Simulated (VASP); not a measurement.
SiC (Moissanite 3C):

```
Si C
1.0
     0.00000    2.17900    2.17900
     2.17900    0.00000    2.17900
     2.17900    2.17900    0.00000
Si C
1 1
Direct
  0.00000 0.00000 0.00000
  0.25000 0.25000 0.25000
```

Base run:

| Item | Value |
| --- | --- |
| Program | VASP 6.6.1 |
| Functional | LDA |
| Potentials or basis | VASP PAW LDA potentials, release 64 (Si, C) |
| Cutoff | 600 eV |
| k mesh | 6 × 6 × 6 |
| Occupations | gaussian, width 0.01 eV |
| Spin | no spin polarisation |

Its results: band gap on the k mesh 1.30 eV, indirect (least direct gap 4.49 eV); pressure -4.1 GPa.

Task: The run is repeated on the same cell with these changes: k mesh from 6 × 6 × 6 to 3 × 3 × 3. What comes out?

Result: Band gap on the k mesh 2.41 eV, indirect (least direct gap 5.07 eV); pressure -2.7 GPa.

Caveats: some runs use coarse meshes.

A k mesh can miss the band edges.
